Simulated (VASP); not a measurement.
Crystal: CaO.

```
CELL_PARAMETERS angstrom
0.00000 2.35449 2.35449
2.35449 0.00000 2.35449
2.35449 2.35449 0.00000
ATOMIC_POSITIONS crystal
Ca 0.00000 0.00000 0.00000
O 0.50000 0.50000 0.50000
```

Base run:

```yaml
Program: VASP 6.6.1
Functional: r2SCAN
Potentials_or_basis: VASP PAW PBE potentials, release 64 (Ca_sv, O)
Cutoff: 520 eV
k_mesh: 10 × 10 × 10
Occupations: fermi-dirac, width 0.05 eV
Spin: no spin polarisation
```

Its results: band gap on the k mesh 4.16 eV (least direct gap 4.52 eV); pressure 8.5 GPa.

Q: The run is repeated on the same cell with these changes: functional from r2SCAN to PBEsol; dispersion from none to D4. What comes out?

A: Band gap on the k mesh 3.50 eV (least direct gap 3.86 eV); pressure 4.0 GPa.

Several settings changed at once.

Caveats: the cell stands under pressure; the PAW data sets were made with another functional, which shifts forces and pressure a little.

A k mesh can miss the band edges.
